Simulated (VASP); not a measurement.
The system is Bi.

```
Bi
1.0
     0.00000    3.50330    3.50330
     3.50330    0.00000    3.50330
     3.50330    3.50330    0.00000
Bi
2
Direct
  0.12500 0.12500 0.12500
  0.87500 0.87500 0.87500
```

```yaml
Program: VASP 6.6.1
Task: relaxation of cell and atoms
Functional: RPBE
Potentials_or_basis: VASP PAW PBE potentials, release 64 (Bi_d)
Cutoff: 600 eV
k_mesh: 8 × 8 × 8
Occupations: fermi-dirac, width 0.1 eV
Spin: no spin polarisation
```

At the start: pressure 5.7 GPa; volume 43.00 Å³/atom.

Problem. Where does the relaxation end?

Solution. Over 3 steps the energy falls by 110.7 meV/atom and the volume is 50.12 Å³/atom (+16.6 %); space group Fd-3m (No. 227, to 0.05 Å).

The path:
| step | energy change (eV) | largest force (eV/Å) | pressure (GPa) | volume (Å³) |
| --- | --- | --- | --- | --- |
| 1 | 0.0000 | 0.0000 | 5.67 | 85.99 |
| 2 | -0.1951 | 0.0000 | -1.34 | 106.35 |
| 3 | -0.2215 | 0.0000 | 0.03 | 100.24 |

Final structure:
```
Bi
1.0
     0.00000    3.68701    3.68701
     3.68701    0.00000    3.68701
     3.68701    3.68701    0.00000
Bi
2
Direct
  0.12500 0.12500 0.12500
  0.87500 0.87500 0.87500
```

Caveat: the volume moved by over 15 % at a fixed basis, so the end points are rough; the PAW data sets were made with another functional, which shifts forces and pressure a little.
